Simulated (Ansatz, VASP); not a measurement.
## TiSi: VASP beside Ansatz

```
Ti Si
1.0
     6.45181    0.00000    0.00000
     0.00000    3.62244    0.00000
     0.00000    0.00000    4.46742
Ti Si
4 4
Direct
  0.67611 0.25000 0.37059
  0.32389 0.75000 0.62941
  0.82389 0.75000 0.87059
  0.17611 0.25000 0.12941
  0.54412 0.25000 0.85363
  0.45588 0.75000 0.14637
  0.95588 0.75000 0.35363
  0.04412 0.25000 0.64637
```

Change from the starting cell: strain -0.1000 x Voigt [0, 0, 1, 0, 0, 0], atoms carried along.

Alike in both runs: task single point; functional PBEsol; k mesh 6 × 12 × 8; occupations gaussian, width 0.15 eV; no spin polarisation.

```csv
,VASP,Ansatz
version,VASP 6.6.1,Ansatz 0.2.0
potentials or method,"VASP PAW PBE potentials, release 64 (Ti_sv, Si), cutoff 520 eV","scalar-relativistic, plane waves, PAW"
valence electrons in the cell,64,64
```

```csv
,VASP,Ansatz,Ansatz less VASP
gap on the k mesh at the Fermi level (eV),none,none,-
pressure (GPa),24.4,24.3,-0.14
"traceless stress, the component that is largest in VASP (GPa)",30.75,30.71,-0.038
rms of the force components (eV/Å),0.509,0.506,-0.0027
```

VASP's potentials were made for PBE, not for PBEsol. Atom by atom the forces differ by 0.003 eV/Å (rms over components). A gap of «none» marks a metal or a gap that the smearing closes.
